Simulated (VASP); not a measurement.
# CoO (R-3m) in VASP: further runs, part 2 of 2

VASP 6.6.1. The steps go on from the part before.

### Step 5. Single point, PBE+U

This run uses another cell than the first one, of 9.20 Å³/atom.

Contents of INCAR:

```
PREC = Accurate ; ENCUT = 520
EDIFF = 1E-6 ; ISMEAR = 0
SIGMA = 0.02 ; LREAL = False
LASPH = True ; NELM = 150
ALGO = Normal ; ISIF = 2
LWAVE = False ; LCHARG = False
LMAXMIX = 4 ; LDAU = True
LDAUTYPE = 2 ; LDAUL = 2 -1
LDAUU = 3.32 0 ; LDAUJ = 0 0
LDAUPRINT = 1 ; GGA = PE
NBANDS = 14
```

Contents of KPOINTS:

```
Automatic mesh
0
Gamma
  12 12 12
```

Contents of POSCAR:

```
CoO
1.0
    1.4851228673      0.8574360872      2.4069508786
   -1.4851228673      0.8574360872      2.4069508786
    0.0000000000     -1.7148721744      2.4069508786
Co O
1 1
Direct
    0.0000000000      0.0000000000      0.0000000000
    0.5000000000      0.5000000000      0.5000000000
```

Potentials or basis: VASP PAW PBE potentials, release 64 (Co, O).

Run with:

```bash
> cat potpaw_PBE.64/Co/POTCAR potpaw_PBE.64/O/POTCAR > POTCAR
> mpirun -np 1 vasp_std > vasp.out
```

OUTCAR:

```text
PREC = Accurate
   ENCUT = 520
   EDIFF = 1E-6
   ISMEAR = 0
   LREAL = False
   LASPH = True
   NELM = 150
   ISIF = 2
   GGA = PE

 ion  position               nearest neighbor table
   1  0.000  0.000  0.000-   2 2.10   2 2.10   2 2.10   2 2.10   2 2.10   2 2.10
   2  0.500  0.500  0.500-   1 2.10   1 2.10   1 2.10   1 2.10   1 2.10   1 2.10

  LATTYP: Found a trigonal (rhomboedric) cell.
 ALAT       =     2.9553678462
 COS(alpha) =     0.4949531367

  Lattice vectors:

 A1 = (   1.4851228673,   0.8574360872,   2.4069508786)
 A2 = (  -1.4851228673,   0.8574360872,   2.4069508786)
 A3 = (   0.0000000000,  -1.7148721744,   2.4069508786)

Analysis of symmetry for initial positions (statically):
=====================================================================
 Subroutine PRICEL returns:
 Original cell was already a primitive cell.

 Routine SETGRP: Setting up the symmetry group for a
 trigonal (rhombohedral) supercell.

 Subroutine GETGRP returns: Found 12 space group operations
 (whereof 12 operations were pure point group operations)
 out of a pool of 12 trial point group operations.

The static configuration has the point symmetry D_3d.

[... 205 lines left out ...]
 k-point     1 :       0.0000    0.0000    0.0000
  band No.  band energies     occupation
      1     -12.2434      2.00000
      2       5.0002      2.00000
      3       5.0002      2.00000
      4       5.0501      2.00000
      5       5.4835      2.00000
      6       5.4835      2.00000
      7       5.5200      2.00000
      8       7.6140      2.00000
      9       7.6140      2.00000
     10      10.0756      0.00000
     11      25.7124      0.00000
     12      26.4981      0.00000
     13      26.4981      0.00000
     14      26.7046      0.00000
[... 377 lines left out ...]
      1     -10.8998      2.00000
      2       0.3953      2.00000
      3       2.5259      2.00000
      4       2.9542      2.00000
      5       6.4369      2.00000
      6       6.4456      2.00000
      7       6.8476      2.00000
      8       9.4229      0.00000
      9      10.1389      0.00000
     10      15.4262      0.00000
     11      18.2518      0.00000
     12      20.7806      0.00000
     13      23.4429      0.00000
     14      30.3077      0.00000

 [... further k-points ...]
[... 5 lines left out ...]
  --------------------------------------------------------------------------------------
  -------------------------------------------------------------------------------------
  Total       -1.5426068     -1.5426068     -1.4029515     -0.0000000     -0.0000000      0.0000000
  in kB     -134.3950313   -134.3950312   -122.2279776     -0.0000000     -0.0000000      0.0000000
  external PRESSURE =    -130.3393467 kB  Pullay stress =       0.0000000 kB

 VOLUME and BASIS-vectors are now :
 -----------------------------------------------------------------------------
  energy-cutoff  :      520.00
  volume of cell :       18.39
      direct lattice vectors                 reciprocal lattice vectors
     1.485122867  0.857436087  2.406950879     0.336672481  0.194377947  0.138487801
    -1.485122867  0.857436087  2.406950879    -0.336672481  0.194377947  0.138487801
     0.000000000 -1.714872174  2.406950879     0.000000000 -0.388755895  0.138487801

 POSITION                                       TOTAL-FORCE (eV/Angst)
 -----------------------------------------------------------------------------------
      0.00000      0.00000      0.00000        -0.000000      0.000000      0.000000
      0.00000      0.00000      3.61043         0.000000     -0.000000      0.000000
 -----------------------------------------------------------------------------------
    total drift:                               -0.000000      0.000000     -0.000000

  FREE ENERGIE OF THE ION-ELECTRON SYSTEM (eV)
  ---------------------------------------------------
  free  energy   TOTEN  =       -10.5550704833 eV

  energy  without entropy=      -10.5545550298  energy(sigma->0) =      -10.55481276
```

OSZICAR:

```text
N       E                     dE             d eps       ncg     rms          rms(c)
DAV:   1     0.797933701825E+02    0.79793E+02   -0.70006E+03  5484   0.124E+03
DAV:   2    -0.663422251227E+01   -0.86428E+02   -0.76467E+02  5976   0.254E+02
DAV:   3    -0.111296025248E+02   -0.44954E+01   -0.43626E+01  5802   0.655E+01
DAV:   4    -0.111810932041E+02   -0.51491E-01   -0.51448E-01  6174   0.678E+00
DAV:   5    -0.111824963796E+02   -0.14032E-02   -0.14031E-02  6082   0.115E+00    0.127E+01
DAV:   6    -0.112729690228E+02   -0.90473E-01   -0.11766E+01  5360   0.602E+01    0.121E+01
DAV:   7    -0.103038005556E+02    0.96917E+00   -0.62570E+00  5334   0.508E+01    0.502E+00
DAV:   8    -0.105154028716E+02   -0.21160E+00   -0.31155E-01  5510   0.117E+01    0.142E+00
DAV:   9    -0.105548332437E+02   -0.39430E-01   -0.58878E-02  6864   0.285E+00    0.303E-01
DAV:  10    -0.105551487093E+02   -0.31547E-03   -0.70391E-03  6646   0.163E+00    0.158E-01
DAV:  11    -0.105551169381E+02    0.31771E-04   -0.60877E-04  6492   0.556E-01    0.590E-02
DAV:  12    -0.105550685789E+02    0.48359E-04   -0.19358E-04  7598   0.246E-01    0.392E-03
DAV:  13    -0.105550705777E+02   -0.19988E-05   -0.19064E-05  5832   0.442E-02    0.382E-03
DAV:  14    -0.105550704833E+02    0.94345E-07   -0.15872E-07  2952   0.452E-03
   1 F= -.10555070E+02 E0= -.10554813E+02  d E =-.515454E-03
```

It took 95 s on 1 thread of Intel Xeon 8259CL, shared host; peak memory 0.18 GiB.

Results:

```
Free energy            : -10.5551 eV
Pressure               : -13.0 GPa
Band gap on the k mesh : zero (an odd number of electrons rules out a gap without spin polarisation)
```

Stress tensor (GPa, compression positive):
```
-13.44   0.00   0.00
  0.00 -13.44   0.00
  0.00   0.00 -12.22
```

Eigenvalues of the final occupation matrices:
```csv
site,spin,trace,eigenvalues
site 1 d,1,3.70,0.41 0.41 0.96 0.96 0.96
site 1 d,2,3.70,0.41 0.41 0.96 0.96 0.96
```

Caveat: the cell stands under tension; an odd number of electrons without spin polarisation forces a metal; a magnetic or distorted state may lie lower; the run has no spin polarisation, though such a crystal can be magnetic; U without spin polarisation on a metal has little footing.

### Step 6. Single point, PBE+U

This run uses another cell than the first one, of 9.58 Å³/atom.

Contents of INCAR:

```
SYSTEM = CoO
PREC = Accurate
ENCUT = 520
EDIFF = 1E-6
ISMEAR = 0
SIGMA = 0.02
LREAL = .False.
LASPH = .True.
NELM = 150
ALGO = Normal
ISIF = 2
LWAVE = .False.
LCHARG = .False.
LMAXMIX = 4
LDAU = .True.
LDAUTYPE = 2
LDAUL = 2 -1
LDAUU = 3.32 0
LDAUJ = 0 0
LDAUPRINT = 1
GGA = PE
NBANDS = 14
```

Contents of KPOINTS:

```
Automatic mesh
0
Gamma
  12 12 12
  0 0 0
```

Contents of POSCAR:

```
CoO
1.0
    1.5054695445      0.8691832468      2.4399269062
   -1.5054695445      0.8691832468      2.4399269062
    0.0000000000     -1.7383664936      2.4399269062
Co O
1 1
Direct
    0.0000000000      0.0000000000      0.0000000000
    0.5000000000      0.5000000000      0.5000000000
```

Potentials or basis: VASP PAW PBE potentials, release 64 (Co, O).

Run with:

```bash
> cat potpaw_PBE.64/Co/POTCAR potpaw_PBE.64/O/POTCAR > POTCAR
> mpirun -np 1 vasp_std > vasp.out
```

Run time: 93 s. Hardware: 1 thread of Intel Xeon 8259CL, shared host; peak memory 0.18 GiB.

Results (log left out):

```yaml
Free_energy: -10.4791 eV
Pressure: -18.8 GPa
Band_gap_on_the_k_mesh: zero (an odd number of electrons rules out a gap without spin polarisation)
```

Stress tensor (GPa, compression positive):
```
-19.24   0.00   0.00
  0.00 -19.24   0.00
  0.00   0.00 -18.04
```

Levels at points of the mesh, in eV from the Fermi level:
| k point | band 4 | band 5 | band 6 | band 7 | band 8 | band 9 | band 10 | band 11 |
| --- | --- | --- | --- | --- | --- | --- | --- | --- |
| (0.00, 0.00, 0.00) | -3.39 | -3.03 | -3.03 | -3.00 | -0.92 | -0.92 | 1.25 | 16.97 |
| (0.50, 0.00, 0.00) | -5.47 | -2.09 | -2.06 | -1.69 | 1.61 | 1.62 | 5.27 | 9.50 |
| (0.50, 0.50, 0.00) | -4.56 | -3.96 | -1.92 | -1.92 | -0.49 | -0.04 | 6.44 | 9.88 |
| (0.50, 0.50, 0.50) | -5.53 | -2.06 | -2.06 | -1.66 | 1.63 | 1.63 | 5.21 | 9.61 |

Eigenvalues of the final occupation matrices:
| site | spin | trace | eigenvalues |
| --- | --- | --- | --- |
| site 1 d | 1 | 3.69 | 0.40 0.40 0.96 0.96 0.96 |
| site 1 d | 2 | 3.69 | 0.40 0.40 0.96 0.96 0.96 |

Caveat: the cell stands under tension; an odd number of electrons without spin polarisation forces a metal; a magnetic or distorted state may lie lower; the run has no spin polarisation, though such a crystal can be magnetic; U without spin polarisation on a metal has little footing.

### Step 7. The runs side by side

```tsv
cell	gap on the mesh (eV)	pressure (GPa)
a = 2.781 Å, angles 60.3°, 2 atoms	none	31.5
a = 2.849 Å, angles 60.3°, 2 atoms	none	9.4
a = 2.914 Å, angles 60.3°, 2 atoms	none	-5.6
a = 2.955 Å, angles 60.3°, 2 atoms	none	-13.0
a = 2.996 Å, angles 60.3°, 2 atoms	none	-18.8
```

Alike in all rows: task single point; level PBE+U; potentials or basis VASP PAW PBE potentials, release 64 (Co, O); no spin polarisation; Co d U = 3.32 eV; k mesh 12 × 12 × 12; cutoff (eV) 520; smearing gaussian 0.02 eV.

Caveats: an odd number of electrons without spin polarisation forces a metal; a magnetic or distorted state may lie lower; the run has no spin polarisation, though such a crystal can be magnetic; U without spin polarisation on a metal has little footing; the cell stands under tension (at least some runs); the cell stands under pressure (at least some runs).

Total energies depend on the potentials used, so only differences within one code and one set of settings carry meaning.
